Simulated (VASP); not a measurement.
The system is LiH.

```
Li H
1.0
     0.00000    2.00299    2.00299
     2.00299    0.00000    2.00299
     2.00299    2.00299    0.00000
Li H
1 1
Cartesian
  0.0000 0.0000 0.0000
  2.0030 2.0030 2.0030
```

Base run:

```yaml
Program: VASP 6.6.1
Functional: PBEsol
Potentials_or_basis: VASP PAW PBE potentials, release 64 (Li_sv, H)
Cutoff: 750 eV
k_mesh: 8 × 8 × 8
Occupations: gaussian, width 0.01 eV
Spin: no spin polarisation
```

Its results: band gap on the k mesh 2.75 eV; pressure -0.8 GPa.

Question: The run is repeated on the same cell with these changes: dispersion from none to D3(BJ). What comes out?

Answer: Band gap on the k mesh 2.75 eV; pressure -3.5 GPa.

Dispersion adds attraction, which lowers the pressure at fixed volume and, as a term added to the energy, leaves the levels alone.

Caveats: the PAW data sets were made with another functional, which shifts forces and pressure a little; the cell stands under tension (at least some runs).

A k mesh can miss the band edges.
